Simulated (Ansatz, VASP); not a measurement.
## One calculation of WSe2, two programs

```
W Se
1.0
     3.25538    0.00000    0.00000
    -1.62769    2.81924    0.00000
     0.00000    0.00000   22.17120
W Se
2 4
Direct
  0.66667 0.33333 0.14121
  0.33333 0.66667 0.86039
  0.33333 0.66667 0.21672
  0.66667 0.33333 0.92057
  0.33333 0.66667 0.06363
  0.66667 0.33333 0.79748
```

Alike in both runs: task single point; functional PBE; k mesh 9 × 9 × 2; occupations gaussian, width 0.02 eV; no spin polarisation.

|  | VASP | Ansatz |
| --- | --- | --- |
| version | VASP 6.6.1 | Ansatz 0.2.0 |
| potentials or method | VASP PAW PBE potentials, release 64 (W_sv, Se), cutoff 520 eV | scalar-relativistic, plane waves, PAW |
| valence electrons in the cell | 52 | 92 |

|  | VASP | Ansatz | Ansatz less VASP |
| --- | --- | --- | --- |
| gap on the k mesh at the Fermi level (eV) | none | none | - |
| rms of the force components (eV/Å) | 3.010 | 2.964 | -0.0456 |

Atom by atom the forces differ by 0.048 eV/Å (rms over components). A gap of «none» marks a metal or a gap that the smearing closes. VASP's potentials hold 52 valence electrons a cell and Ansatz's 92, so a difference there can come from the potentials and not from the codes.

Spin-orbit coupling is off throughout.
